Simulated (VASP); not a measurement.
Runs of VASP 6.6.1 on SnO2. The structure is that of space group P4_2/mnm (No. 136), or close to it. The cells are those of the table. 

| cell | gap on the mesh (eV) | pressure (GPa) | largest force (eV/Å) |
| --- | --- | --- | --- |
| a = 4.863, b = 4.866, c = 3.286 Å, 6 atoms | 0.21 | -14.7 | (b) |
| a = 4.792, b = 4.795, c = 3.238 Å, 6 atoms | 0.68 | -7.8 | (d) |
| a = 4.863, b = 4.866, c = 3.142 Å, 6 atoms | 0.85 | -5.8 | 0.04 |
| a = 4.863, b = 4.866, c = 3.094 Å, 6 atoms | 1.07 | -2.1 | 0.09 |
| a = 4.792, b = 4.795, c = 3.190 Å, 6 atoms | 0.90 | -4.5 | 0.04 |
| a = 4.863, b = 4.866, c = 3.238 Å, 6 atoms | 0.42 | -12.1 | 0.20 |
| a = 4.721, b = 4.724, c = 3.286 Å, 6 atoms | (c) | -5.9 | 0.16 |
| a = 4.792, b = 4.795, c = 3.286 Å, 6 atoms | 0.47 | -10.7 | (a) |
| a = 4.863, b = 4.866, c = 3.190 Å, 6 atoms | 0.63 | -9.1 | 0.13 |

Alike in all rows: task single point; level LDA; potentials or basis VASP PAW LDA potentials, release 64 (Sn_d, O); no spin polarisation; k mesh 6 × 6 × 8; cutoff (eV) 520; smearing gaussian 0.05 eV.

Q: Estimate the missing entries.

A: (a) 0.18; (b) 0.25; (c) 0.76; (d) 0.12.

Caveats: spin-orbit coupling is left out, which moves the levels of the heavy elements.

A k mesh can miss the band edges, and the runs leave out spin-orbit coupling on Sn.
